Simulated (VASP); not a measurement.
Ta3H2:

```xyz
10
Lattice="2.7179 1.5692 4.9471 -2.7179 1.5692 4.9471 0.0000 -3.1384 4.9471" Properties=species:S:1:pos:R:3 pbc="T T T"
Ta   -1.0532   -1.5692    6.1838
Ta    1.8856   -0.1275    6.1838
Ta   -0.8324    1.6967    6.1838
Ta    1.0532    1.5692    8.6574
Ta   -1.8856    0.1275    8.6574
Ta    0.8324   -1.6967    8.6574
H     0.0000    0.0000   12.6473
H     0.0000    0.0000    9.6144
H     0.0000    0.0000    2.1938
H     0.0000    0.0000    5.2268
```

* Program: VASP 6.6.1
* Task: relaxation of cell and atoms
* Functional: PBE
* Potentials or basis: VASP PAW PBE potentials, release 64 (Ta_pv, H)
* Cutoff: 600 eV
* k mesh: 6 × 6 × 6
* Occupations: gaussian, width 0.1 eV
* Spin: no spin polarisation

At the start: pressure -7.3 GPa; volume 12.66 Å³/atom.

Q: Where does the relaxation end?

A: Over 19 steps the energy falls by 136.8 meV/atom and the volume is 11.94 Å³/atom (-5.7 %); space group R-3c (No. 167, to 0.1 Å) before and after.

Step by step:
```
step  energy change (eV)  largest force (eV/Å)  pressure (GPa)  volume (Å³)
   1              0.0000                0.3562           -7.28       126.60
   2             -0.3301                0.9818            9.25       116.24
   3             -0.3613                0.8010            5.18       118.41
   4             -0.7718                0.9476            4.42       118.25
   5             -0.8906                0.7576            5.91       117.68
   6             -0.9168                0.9058            5.16       117.91
   7             -1.0978                0.2725           -5.98       124.47
   8             -1.1237                0.3024           -3.31       122.68
   9             -1.2225                0.3382            0.34       120.19
  10             -1.2276                0.3496            1.52       119.47
  11             -1.2589                0.2938           -0.58       120.46
  12             -1.2630                0.2647           -1.66       120.99
  13             -1.2878                0.2385           -0.99       120.43
  14             -1.3285                0.1386            1.25       118.76
  15             -1.3571                0.0796           -0.30       119.59
  16             -1.3621                0.0850           -1.19       120.11
  17             -1.3661                0.0631            0.70       119.01
  18             -1.3672                0.0714            0.08       119.36
  19             -1.3684                0.0315            0.05       119.36
```

Final structure:
```
Ta H
1.0
     2.55816    1.47696    5.26536
    -2.55816    1.47696    5.26536
     0.00000   -2.95391    5.26536
Ta H
6 4
Direct
  0.09007 0.40993 0.75000
  0.75000 0.09007 0.40993
  0.40993 0.75000 0.09007
  0.90993 0.59007 0.25000
  0.25000 0.90993 0.59007
  0.59007 0.25000 0.90993
  0.83244 0.83244 0.83244
  0.66756 0.66756 0.66756
  0.16756 0.16756 0.16756
  0.33244 0.33244 0.33244
```
